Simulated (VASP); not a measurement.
# Al (C2/m) in VASP: notebook

Al is run at these levels: PBEsol; tasks: single point.

Everything below comes from runs of VASP 6.6.1. Logs are shortened: lines on timing, memory, paths and dates and some standing lists are left out, and cuts for length are marked.

**1. The cell of the first run**

It takes space group C2/m (No. 12, monoclinic). The conventional cell has a = 3.213 Å, b = 4.544 Å, c = 9.093 Å, α = 90.00°, β = 92.02°, γ = 90.00°. Within 3.4 Å of Al (site symmetry m) lie 14 Al at 2.61 to 3.23 Å. Al (site symmetry m) has 14 Al at 2.78 to 3.21 Å within 3.7 Å.

**2. Single point, PBEsol (the part above a cut slid along it)**

INCAR reads:

```
PREC = Accurate
ENCUT = 520
EDIFF = 1E-6
ISMEAR = 0
SIGMA = 0.15
LREAL = False
LASPH = True
NELM = 80
ALGO = Fast
ISIF = 2
LWAVE = False
LCHARG = True
GGA = PS
LELF = True
LVHAR = True
NBANDS = 14
```

KPOINTS reads:

```
Automatic mesh
0
Gamma
  22 22 7
```

POSCAR reads:

```
Al
1.0
   -1.6064390039      1.6064390039     -1.6064390039
   -1.6064390039     -1.6064390039      1.6064390039
   -0.3212878008      6.4257560155      6.4257560155
Al
4
Direct
   -0.0875000000     -0.0875000000      0.8750000000
    0.4875000000      0.4875000000      0.1250000000
   -0.0375000000     -0.0375000000      0.3750000000
    0.4375000000      0.4375000000      0.6250000000
```

Potentials or basis: VASP PAW PBE potentials, release 64 (Al).

Run with:

```console
cat potpaw_PBE.64/Al/POTCAR > POTCAR
mpirun -np 1 vasp_std > vasp.out
```

OUTCAR:

```text
PREC = Accurate
   ENCUT = 520
   EDIFF = 1E-6
   ISMEAR = 0
   LREAL = False
   LASPH = True
   NELM = 80
   ISIF = 2
   GGA = PS

 ion  position               nearest neighbor table
   1  0.913  0.913  0.875-   2 2.61   4 2.78   4 2.78   2 2.98   4 3.21   4 3.21   2 3.23   2 3.23

   2  0.487  0.487  0.125-   1 2.61   3 2.78   3 2.78   1 2.98   3 3.21   3 3.21   1 3.23   1 3.23

   3  0.962  0.962  0.375-   2 2.78   4 2.78   4 2.78   2 2.78   2 3.21   4 3.21   4 3.21   2 3.21

   4  0.438  0.438  0.625-   3 2.78   1 2.78   3 2.78   1 2.78   3 3.21   1 3.21   1 3.21   3 3.21

  LATTYP: Found a base centered monoclinic cell.
 ALAT       =     3.2128780078
 B/A-ratio  =     1.4142135624
 C/A-ratio  =     2.8301943396
 COS(beta)  =    -0.0353332627

  Lattice vectors:

 A1 = (   1.6064390039,  -1.6064390039,   1.6064390039)
 A2 = (   1.6064390039,   1.6064390039,  -1.6064390039)
 A3 = (  -0.3212878008,   6.4257560155,   6.4257560155)

Analysis of symmetry for initial positions (statically):
=====================================================================
 Subroutine PRICEL returns:
 Original cell was already a primitive cell.

 Routine SETGRP: Setting up the symmetry group for a
 base centered monoclinic supercell.

 Subroutine GETGRP returns: Found  4 space group operations
 (whereof  2 operations were pure point group operations)
 out of a pool of  4 trial point group operations.

The static configuration has the point symmetry C_1h.
 The point group associated with its full space group is C_2h.

Analysis of symmetry for dynamics (positions and initial velocities):
=====================================================================
 Subroutine PRICEL returns:
 Original cell was already a primitive cell.

 Routine SETGRP: Setting up the symmetry group for a
 base centered monoclinic supercell.

 Subroutine GETGRP returns: Found  4 space group operations
 (whereof  2 operations were pure point group operations)
 out of a pool of  4 trial point group operations.

The dynamic configuration has the point symmetry C_1h.
 The point group associated with its full space group is C_2h.

 Subroutine INISYM returns: Found  4 space group operations
 (whereof  2 operations are pure point group operations),
 and found     1 'primitive' translations

----------------------------------------------------------------------------------------

                                     Primitive cell

  volume of cell :      66.3304

  direct lattice vectors                    reciprocal lattice vectors
    -1.606439004  1.606439004 -1.606439004    -0.311247423  0.147842526 -0.163404897
    -1.606439004 -1.606439004  1.606439004    -0.311247423 -0.163404897  0.147842526
    -0.321287801  6.425756016  6.425756016     0.000000000  0.077811856  0.077811856

  length of vectors
     2.782433974  2.782433974  9.093069151     0.381357485  0.381357485  0.110042582

  position of ions in fractional coordinates (direct lattice)
     0.912500000  0.912500000  0.875000000
     0.487500000  0.487500000  0.125000000
     0.962500000  0.962500000  0.375000000
     0.437500000  0.437500000  0.625000000

  ion indices of the primitive-cell ions
   primitive index   ion index
                 1           1
                 2           2
                 3           3
                 4           4

----------------------------------------------------------------------------------------

 KPOINTS: Automatic mesh

Automatic generation of k-mesh.
 Grid dimensions read from file:
 generate k-points for:   22   22    7

 Generating k-lattice:

  Cartesian coordinates                     Fractional coordinates (reciprocal lattice)
    -0.014147610  0.006720115 -0.007427495     0.045454545  0.000000000 -0.000000000
    -0.014147610 -0.007427495  0.006720115     0.000000000  0.045454545 -0.000000000
     0.000000000  0.011115979  0.011115979     0.000000000  0.000000000  0.142857143

  Length of vectors
     0.017334431  0.017334431  0.015720369

  Shift w.r.t. Gamma in fractional coordinates (k-lattice)
     0.000000000  0.000000000  0.000000000

 Subroutine IBZKPT returns following result:
 ===========================================

 Found    892 irreducible k-points:

 Following reciprocal coordinates:
            Coordinates               Weight
  0.000000  0.000000  0.000000      1.000000
  0.045455  0.000000  0.000000      4.000000
  0.090909  0.000000  0.000000      4.000000
  0.136364 -0.000000 -0.000000      4.000000
  0.181818 -0.000000  0.000000      4.000000
  0.227273 -0.000000 -0.000000      4.000000
[... 16 lines left out ...]
  0.500000  0.045455  0.000000      4.000000
 -0.454545  0.045455  0.000000      4.000000
 [... further k-points ...]
   k-points           NKPTS =    892   k-points in BZ     NKDIM =    892   number of bands    NBANDS=     14
   number of dos      NEDOS =    301   number of ions     NIONS =      4
   total plane-waves  NPLWV =  40320
   dimension x,y,z NGX =    24 NGY =   24 NGZ =   70
   dimension x,y,z NGXF=    48 NGYF=   48 NGZF=  140
   ions per type =               4
   NGX,Y,Z   is equivalent  to a cutoff of  14.34, 14.34, 12.80 a.u.
   NGXF,Y,Z  is equivalent  to a cutoff of  28.68, 28.68, 25.60 a.u.
 SYSTEM =  unknown system
   PREC   = accura    normal or accurate (medium, high low for compatibility)
   ISTART =      0    job   : 0-new  1-cont  2-samecut
   ICHARG =      2    charge: 1-file 2-atom 10-const
   ISPIN  =      1    spin polarized calculation?
   LNONCOLLINEAR =      F non collinear calculations
   LSORBIT =      F    spin-orbit coupling
   LASPH  =      T    aspherical Exc in radial PAW
   ENCUT  =  520.0 eV  38.22 Ry    6.18 a.u.   5.17  5.17 16.91*2*pi/ulx,y,z
   NELM   =     80;   NELMIN=  2; NELMDL= -5     # of ELM steps
   EDIFF  = 0.1E-05   stopping-criterion for ELM
   LREAL  =      F    real-space projection
   EDIFFG = 0.1E-04   stopping-criterion for IOM
   NSW    =      0    number of steps for IOM
   IBRION =     -1    ionic relax: 0-MD 1-quasi-New 2-CG
   NFREE  =      0    steps in history (QN), initial steepest desc. (CG)
   ISIF   =      2    stress and relaxation
   ISYM   =      2    0-nonsym 1-usesym 2-fastsym
   POTIM  = 0.5000    time-step for ionic-motion
   TEBEG  =    0.0;   TEEND  =   0.0 temperature during run
   PSTRESS=    0.0 pullay stress
   NELECT =      12.0000    total number of electrons
   NUPDOWN=      -1.0000    fix difference up-down
   EMIN   =  10.00;   EMAX   =-10.00  energy-range for DOS
   EFERMI =   0.00;   METHOD = LEGACY
   ISMEAR =     0;   SIGMA  =   0.15  broadening in eV -4-tet -1-fermi 0-gaus
   EFERMI_NEDOS =   21; number of points for ismear=-14 and -15
   IALGO  =     68    algorithm
   IMIX   =      4    mixing-type and parameters
     AMIX     =   0.40;   BMIX     =  1.00
     AMIX_MAG =   1.60;   BMIX_MAG =  1.00
  volume/ion in A,a.u.               =      16.58       111.90
  Fermi-wavevector in a.u.,A,eV,Ry     =   0.925901  1.749698 11.664164  0.857292
  Thomas-Fermi vector in A             =   2.051805
   LORBIT       =      0    0 simple, 1 ext, 2 COOP (PROOUT), +10 PAW based schemes
   GGA     = PS    functional components
   LHFCALC =     F    Hartree Fock is set to
   AEXX    =    0.0000 exact exchange contribution
   IVDW    =     0    specifies the selected vdW correction
   LEPSILON=     F    determine dielectric tensor
   LRPA    =     F    only Hartree local field effects (RPA)
 non-spin polarized calculation
 RMM-DIIS sequential band-by-band and
 Gauss-broadening in eV      SIGMA  =   0.15
  energy-cutoff  :      520.00
  volume of cell :       66.33
 maximum number of plane-waves:      1807
 NGX is ok and might be reduce to    24
   NGX = 11   NGY = 11   NGZ = 33

 number of electron      12.0000000 magnetization

 Free energy of the ion-electron system (eV)
  ---------------------------------------------------
  ext. energy  EPLUGINS =         0.00000000
  ---------------------------------------------------
  free energy    TOTEN  =       -15.93824349 eV

  energy without entropy =      -15.92053349  energy(sigma->0) =      -15.92938849

 E-fermi :   7.8967     XC(G=0): -10.2408

 val. band max:        7.8964820430   @ k =   0.5000   0.2727   0.2857
 cond. band min:       7.8967956714   @ k =   0.3636   0.2273  -0.0000
 fundamental gap:      0.0003136284
 Fermi energy:         7.8967373327

 k-point     1 :       0.0000    0.0000    0.0000
  band No.  band energies     occupation
      1      -3.1949      2.00000
      2      -1.4146      2.00000
      3      -1.4115      2.00000
      4       3.5902      2.00000
      5       4.0466      2.00000
      6      12.1355      0.00000
      7      12.1807      0.00000
      8      16.0712      0.00000
      9      16.1748      0.00000
     10      17.3276      0.00000
     11      17.4929      0.00000
     12      17.5130      0.00000
     13      17.8119      0.00000
     14      18.0296      0.00000

 k-point     2 :       0.0455    0.0000    0.0000
  band No.  band energies     occupation
      1      -3.1504      2.00000
      2      -1.3852      2.00000
      3      -1.3530      2.00000
      4       3.6294      2.00000
      5       4.0921      2.00000
      6      12.1490      0.00000
      7      12.2400      0.00000
      8      15.0741      0.00000
      9      16.2185      0.00000
     10      16.3848      0.00000
     11      16.8039      0.00000
     12      17.4947      0.00000
     13      17.9280      0.00000
     14      18.2937      0.00000
[... 343 lines left out ...]
      1       1.8125      2.00000
      2       2.4451      2.00000
      3       3.3529      2.00000
      4       3.6036      2.00000
      5       4.0336      2.00000
      6       4.4723      2.00000
      7       8.1844      0.00668
      8       8.7868      0.00000
      9       9.0930      0.00000
     10       9.7408      0.00000
     11      14.0997      0.00000
     12      15.0579      0.00000
     13      15.0839      0.00000
     14      16.4444      0.00000

 k-point    24 :      -0.4545    0.0455    0.0000
  band No.  band energies     occupation
      1       0.9397      2.00000
      2       2.5279      2.00000
      3       2.7946      2.00000
      4       3.4515      2.00000
      5       4.9856      2.00000
      6       5.4119      2.00000
      7       7.3823      2.00000
      8       8.2446      0.00104
      9       9.7270      0.00000
     10      10.7147      0.00000
     11      14.4491      0.00000
     12      14.8551      0.00000
     13      15.1140      0.00000
     14      16.6988      0.00000

 [... further k-points ...]

------------------------ aborting loop because EDIFF is reached ----------------------------------------

  FORCE on cell =-STRESS in cart. coord.  units (eV):
  Direction    XX          YY          ZZ          XY          YZ          ZX
  --------------------------------------------------------------------------------------
  -------------------------------------------------------------------------------------
  Total        0.0647002      0.2517571      0.2517571      0.4869370      0.2394319      0.4869370
  in kB        1.5627993      6.0810648      6.0810648     11.7617145      5.7833560     11.7617146
  external PRESSURE =       4.5749763 kB  Pullay stress =       0.0000000 kB

 VOLUME and BASIS-vectors are now :
 -----------------------------------------------------------------------------
  energy-cutoff  :      520.00
  volume of cell :       66.33
      direct lattice vectors                 reciprocal lattice vectors
    -1.606439004  1.606439004 -1.606439004    -0.311247423  0.147842526 -0.163404897
    -1.606439004 -1.606439004  1.606439004    -0.311247423 -0.163404897  0.147842526
    -0.321287801  6.425756016  6.425756016     0.000000000  0.077811856  0.077811856

 POSITION                                       TOTAL-FORCE (eV/Angst)
 -----------------------------------------------------------------------------------
     -3.21288      5.62254      5.62254        -0.319846     -0.153816     -0.153816
     -1.60644      0.80322      0.80322         0.319846      0.153816      0.153816
     -3.21288      2.40966      2.40966        -0.017820     -0.005501     -0.005501
     -1.60644      4.01610      4.01610         0.017820      0.005501      0.005501
 -----------------------------------------------------------------------------------
    total drift:                               -0.000000      0.000000      0.000000

  FREE ENERGIE OF THE ION-ELECTRON SYSTEM (eV)
  ---------------------------------------------------
  free  energy   TOTEN  =       -15.9382434851 eV

  energy  without entropy=      -15.9205334935  energy(sigma->0) =      -15.92938849
```

Wall time 3.7 min (1 thread of Intel Xeon 6975P-C (Granite Rapids), shared host); peak memory 0.67 GiB.

Results:

```yaml
Free_energy: -15.9382 eV
Pressure: 0.5 GPa
Largest_force: 0.387 eV/Å
Band_gap_on_the_k_mesh: zero (bands 6 and 7 overlap by 6.64 eV)
```

Forces on the atoms (eV/Å):
```
Al  -0.320 -0.154 -0.154
Al   0.320  0.154  0.154
Al  -0.018 -0.006 -0.006
Al   0.018  0.006  0.006
```

Stress tensor (GPa, compression positive):
```
0.16 1.18 1.18
1.18 0.61 0.58
1.18 0.58 0.61
```

Levels at points of the mesh, in eV from the Fermi level:
| k point | band 3 | band 4 | band 5 | band 6 | band 7 | band 8 | band 9 | band 10 |
| --- | --- | --- | --- | --- | --- | --- | --- | --- |
| (0.00, 0.00, 0.00) | -9.31 | -4.31 | -3.85 | 4.24 | 4.28 | 8.17 | 8.28 | 9.43 |
| (0.50, 0.00, 0.00) | -4.41 | -4.20 | -4.07 | -3.62 | 0.44 | 0.65 | 1.43 | 1.54 |
| (0.50, 0.50, 0.00) | -2.64 | -2.63 | -2.14 | -2.13 | 1.70 | 1.86 | 2.02 | 2.92 |

Caveat: the cell differs from its parent crystal (the part above a cut slid along it); the PAW data sets were made with another functional, which shifts forces and pressure a little.

**3. Single point, PBEsol (the part above a cut slid along it)**

INCAR reads:

```
SYSTEM = Al
  ALGO = Fast
  EDIFF = 1E-7
  ENCUT = 520
  GGA = PS
  ISIF = 2
  ISMEAR = 0
  LASPH = .TRUE.
  LCHARG = .FALSE.
  LREAL = .FALSE.
  LWAVE = .FALSE.
  NBANDS = 14
  NELM = 100
  PREC = Accurate
  SIGMA = 0.15
```

KPOINTS reads:

```
k-points
0
G
  22 22 7
  0 0 0
```

POSCAR reads:

```
Al
1.0
   -1.6064390039      1.6064390039     -1.6064390039
   -1.6064390039     -1.6064390039      1.6064390039
   -0.9638634023      6.4257560155      6.4257560155
Al
4
Direct
   -0.2625000000     -0.2625000000      0.8750000000
    0.4625000000      0.4625000000      0.1250000000
   -0.1125000000     -0.1125000000      0.3750000000
    0.3125000000      0.3125000000      0.6250000000
```

Potentials or basis: VASP PAW PBE potentials, release 64 (Al).

Run with:

```console
cat potpaw_PBE.64/Al/POTCAR > POTCAR
mpirun -np 1 vasp_std > vasp.out
```

OUTCAR:

```text
SYSTEM = Al
   EDIFF = 1E-7
   ENCUT = 520
   GGA = PS
   ISIF = 2
   ISMEAR = 0
   LASPH = .TRUE.
   LREAL = .FALSE.
   NELM = 100
   PREC = Accurate

 ion  position               nearest neighbor table
   1  0.737  0.737  0.875-   2 2.36   4 2.78   4 2.78   4 3.21   4 3.21   2 3.35   2 3.35
   2  0.462  0.462  0.125-   1 2.36   3 2.78   3 2.78   3 3.21   3 3.21   1 3.35   1 3.35
   3  0.888  0.888  0.375-   4 2.78   2 2.78   2 2.78   4 2.78   2 3.21   4 3.21   4 3.21   2 3.21

   4  0.312  0.312  0.625-   1 2.78   3 2.78   3 2.78   1 2.78   3 3.21   1 3.21   1 3.21   3 3.21
[... 616 lines left out ...]
  --------------------------------------------------------------------------------------
  -------------------------------------------------------------------------------------
  Total       -0.0137643      1.9203372      1.9203372      0.9062590      1.7396577      0.9062591
  in kB       -0.3324695     46.3847653     46.3847653     21.8902253     42.0205453     21.8902257
  external PRESSURE =      30.8123537 kB  Pullay stress =       0.0000000 kB

 VOLUME and BASIS-vectors are now :
 -----------------------------------------------------------------------------
  energy-cutoff  :      520.00
  volume of cell :       66.33
      direct lattice vectors                 reciprocal lattice vectors
    -1.606439004  1.606439004 -1.606439004    -0.311247423  0.132280155 -0.178967268
    -1.606439004 -1.606439004  1.606439004    -0.311247423 -0.178967268  0.132280155
    -0.963863402  6.425756016  6.425756016     0.000000000  0.077811856  0.077811856

 POSITION                                       TOTAL-FORCE (eV/Angst)
 -----------------------------------------------------------------------------------
     -3.21288      5.62254      5.62254        -0.650694     -1.199392     -1.199392
     -1.60644      0.80322      0.80322         0.650694      1.199392      1.199392
     -3.21288      2.40966      2.40966        -0.024821     -0.040030     -0.040030
     -1.60644      4.01610      4.01610         0.024821      0.040030      0.040030
 -----------------------------------------------------------------------------------
    total drift:                               -0.000000     -0.000000     -0.000000

  FREE ENERGIE OF THE ION-ELECTRON SYSTEM (eV)
  ---------------------------------------------------
  free  energy   TOTEN  =       -15.6030984840 eV

  energy  without entropy=      -15.5856007244  energy(sigma->0) =      -15.59434960
```

stdout:

```text
POSCAR found type information on POSCAR Al
 POSCAR found :  1 types and       4 ions
 scaLAPACK will be used
 -----------------------------------------------------------------------------
|                                                                             |
|                                                                             |
|     You enforced a specific xc type in the INCAR file but a different       |
|     I HOPE YOU KNOW WHAT YOU ARE DOING!                                     |
|                                                                             |
 -----------------------------------------------------------------------------

 LDA part: xc-table for (Slater+PW92), standard interpolation
 POSCAR, INCAR and KPOINTS ok, starting setup
 FFT: planning ... GRIDC
 FFT: planning ... GRID_SOFT
 FFT: planning ... GRID
 WAVECAR not read
 entering main loop
WARNING in EDDRMM: call to ZHEGV failed, returncode =   8  4     14
```

Wall time 5.1 min (1 thread of Intel Xeon 6975P-C (Granite Rapids), shared host); peak memory 0.67 GiB.

What came out:

```yaml
Free_energy: -15.6031 eV
Pressure: 3.1 GPa
Largest_force: 1.817 eV/Å
Band_gap_on_the_k_mesh: zero (bands 6 and 7 overlap by 6.63 eV)
```

Forces on the atoms (eV/Å):
```
Al  -0.651 -1.199 -1.199
Al   0.651  1.199  1.199
Al  -0.025 -0.040 -0.040
Al   0.025  0.040  0.040
```

Stress tensor (GPa, compression positive):
```
-0.03  2.19  2.19
 2.19  4.64  4.20
 2.19  4.20  4.64
```

Caveat: the cell differs from its parent crystal (the part above a cut slid along it); the cell stands under pressure; the PAW data sets were made with another functional, which shifts forces and pressure a little.
